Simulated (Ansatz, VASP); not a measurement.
## TePb in VASP and in Ansatz

```
CELL_PARAMETERS angstrom
4.55593 0.00000 0.00000
0.00000 4.55593 0.00000
0.00000 0.00000 24.66460
ATOMIC_POSITIONS crystal
Te 0.00000 0.00000 0.30171
Te 0.50000 0.50000 0.43588
Te 0.00000 0.00000 0.56412
Te 0.50000 0.50000 0.69828
Pb 0.50000 0.50000 0.31277
Pb 0.00000 0.00000 0.42656
Pb 0.50000 0.50000 0.57345
Pb 0.00000 0.00000 0.68724
```

Alike in both runs: functional PBEsol; k mesh 6 × 6 × 1; occupations gaussian, width 0.05 eV; no spin polarisation.

Ansatz relaxed the structure, and its values are those at the end. VASP's run is a single point on that final structure, the one shown.

```csv
,VASP,Ansatz
version,VASP 6.6.1,Ansatz 0.2.0
potentials or method,"VASP PAW PBE potentials, release 64 (Te, Pb_d), cutoff 520 eV","scalar-relativistic, plane waves, PAW"
valence electrons in the cell,80,120
```

```csv
,VASP,Ansatz,Ansatz less VASP
gap on the k mesh at the Fermi level (eV),1.21,1.21,0.000
least direct gap on the mesh (eV),1.21,1.21,0.000
rms of the force components (eV/Å),0.006,0.007,+0.0006
```

VASP's potentials were made for PBE, not for PBEsol. The functional is the same, so the differences come from potentials, cutoffs and numerics. VASP's potentials hold 80 valence electrons a cell and Ansatz's 120, so a difference there can come from the potentials and not from the codes.

Neither program's run includes spin-orbit coupling.
